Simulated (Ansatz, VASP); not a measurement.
# BP: VASP beside Ansatz

```
CELL_PARAMETERS angstrom
0.00000 2.22196 2.22196
2.22196 0.00000 2.22196
2.22196 2.22196 0.00000
ATOMIC_POSITIONS crystal
B 0.00000 0.00000 0.00000
P 0.25000 0.25000 0.25000
```

Alike in both runs: task single point; functional r2SCAN; k mesh 10 × 10 × 10; occupations gaussian, width 0.02 eV; no spin polarisation.

|  | VASP | Ansatz |
| --- | --- | --- |
| version | VASP 6.6.1 | Ansatz 0.2.0 |
| potentials or method | VASP PAW PBE potentials, release 64 (B, P), cutoff 520 eV | scalar-relativistic, plane waves, PAW |
| valence electrons in the cell | 8 | 8 |

```tsv
	VASP	Ansatz	Ansatz less VASP
gap on the k mesh at the Fermi level (eV)	1.36	1.33	-0.030
least direct gap on the mesh (eV)	3.74	3.70	-0.041
pressure (GPa)	11.2	11.8	+0.58
```

VASP's potentials were made for PBE, not for r2SCAN.
